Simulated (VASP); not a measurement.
Pt, 1 atom in the cell. It takes space group Fm-3m (No. 225, cubic). Conventional cell: a = 3.733 Å, b = 3.733 Å, c = 3.733 Å, α = 90.00°, β = 90.00°, γ = 90.00°. Pt (site symmetry m-3m) has 12 Pt at 2.64 Å within 3.5 Å. 

- Program: VASP 6.6.1
- Task: single point
- Functional: PBEsol
- Potentials or basis: VASP PAW PBE potentials, release 64 (Pt)
- Cutoff: 520 eV
- k mesh: 22 × 22 × 22
- Occupations: gaussian, width 0.15 eV
- Spin: collinear spin
- Starting moments: [0.5] μB
- Fixed moment: 0.5 μB
- Dipole correction: no
- Further INCAR settings: ALGO = Fast; EDIFF = 1e-06; NBANDS = 15

Potentials or basis: VASP PAW PBE potentials, release 64 (Pt).

The run is started by

```sh
$ cat potpaw_PBE.64/Pt/POTCAR > POTCAR
$ mpirun -np 1 vasp_std > vasp.out
```

Hardware: 1 thread of AMD EPYC 9R45 96-Core Processor (Zen 5), with other jobs on the host.

Question: Estimate the wall time of this run.

Answer: Run time: 62 s on 1 thread of AMD EPYC 9R45 96-Core Processor (Zen 5), on a shared host, peak memory 0.17 GiB. Counts: scf iterations 12, k points 328.
